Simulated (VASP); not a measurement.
Here is a VASP 6.6.1 calculation.

The input INCAR:

```
SYSTEM = Zn
PREC = Accurate
ENCUT = 600
EDIFF = 1E-6
ISMEAR = -1
SIGMA = 0.05
LREAL = .FALSE.
LASPH = .TRUE.
NELM = 80
ALGO = Normal
ISIF = 4
LWAVE = .FALSE.
LCHARG = .FALSE.
GGA = PE
IBRION = 2
NSW = 50
EDIFFG = -0.005
```

The input KPOINTS:

```
regular mesh
0
G
  16 16 9
  0 0 0
```

POSCAR

```
Zn
1.0
    2.5750202512      0.0000000000      0.0000000000
   -1.2875101256      2.2300329528      0.0000000000
    0.0000000000      0.0000000000      4.7238102817
Zn
2
Direct
    0.3333333333      0.6666666667      0.2500000000
    0.6666666667      0.3333333333      0.7500000000
```

Potentials or basis: VASP PAW PBE potentials, release 64 (Zn).

Command:

```console
$ cat potpaw_PBE.64/Zn/POTCAR > POTCAR
$ mpirun -np 1 vasp_std > vasp.out
```

(1) Predict the band gap on the k mesh.

Answers

(1) zero (band 12 reaches 5.61 eV, above the bottom of band 13 at 1.45 eV).
